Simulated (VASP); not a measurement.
## SiMo3: single point with PBEsol

The system is SiMo3.

```xyz
8
Lattice="4.8616 0.0000 0.0000 0.0000 4.8616 0.0000 0.0000 0.0000 4.8616" Properties=species:S:1:pos:R:3 pbc="T T T"
Si    0.0000    0.0000   -0.1800
Si    2.4308    2.4308    2.4308
Mo    1.2154    0.0000    2.4308
Mo    2.4308    3.6462    0.0000
Mo    3.6462    0.0000    2.4308
Mo    2.4308    1.2154    0.0000
Mo    0.0000    2.4308    3.6462
Mo    0.0000    2.4308    1.2154
```

This cell differs from its parent crystal: atom 1 (Si) moved -0.180 Å along Cartesian [0 0 1].

```json
{"Program": "VASP 6.6.1", "Task": "single point", "Functional": "PBEsol", "Potentials or basis": "VASP PAW PBE potentials, release 64 (Si, Mo_sv)", "Cutoff": "520 eV", "k mesh": "8 × 8 × 8", "Occupations": "gaussian, width 0.15 eV", "Spin": "no spin polarisation", "Dipole correction": "no", "Further INCAR settings": "ALGO = Fast; EDIFF = 1e-06; NBANDS = 56"}
```

```json
{
 "Pressure": "1.4 GPa",
 "Largest force": "1.895 eV/Å",
 "Band gap on the k mesh": "zero (bands 46 and 47 overlap by 2.42 eV)"
}
```

Forces in eV/Å, atoms in the order of the input:
```
Si   0.000  0.000  1.895
Si   0.000  0.000 -0.115
Mo   0.139  0.000 -0.750
Mo   0.000  0.002 -0.013
Mo  -0.139  0.000 -0.750
Mo   0.000 -0.002 -0.013
Mo   0.000  0.000 -0.130
Mo   0.000  0.000 -0.123
```

Stress tensor (GPa, compression positive):
```
1.01 0.00 0.00
0.00 0.96 0.00
0.00 0.00 2.12
```

Levels at points of the mesh, in eV from the Fermi level:
```
           k point  band 44  band 45  band 46  band 47  band 48  band 49
(0.00, 0.00, 0.00)    -1.60     1.24     1.25     1.28     2.10     2.43
(0.50, 0.00, 0.00)    -1.74     0.24     0.27     0.92     0.95     1.53
(0.00, 0.50, 0.00)    -1.74     0.26     0.26     0.92     0.95     1.54
(0.00, 0.00, 0.50)    -1.71     0.24     0.28     0.90     0.93     1.53
(0.50, 0.50, 0.00)    -0.87    -0.87    -0.74    -0.73    -0.51    -0.10
(0.00, 0.50, 0.50)    -0.94    -0.89    -0.74    -0.70    -0.49    -0.10
(0.50, 0.00, 0.50)    -0.98    -0.88    -0.73    -0.72    -0.48    -0.11
(0.50, 0.50, 0.50)    -1.22    -1.21    -1.17    -1.17    -1.12     1.27
```

Wall time 7.4 min on 1 thread of Intel(R) Xeon(R) Platinum 8488C (Sapphire Rapids), on a shared host, peak memory 0.62 GiB.

Caveat: the cell differs from its parent crystal (atom 1 (Si) moved -0.180 Å along Cartesian [0 0 1]); the PAW data sets were made with another functional, which shifts forces and pressure a little.
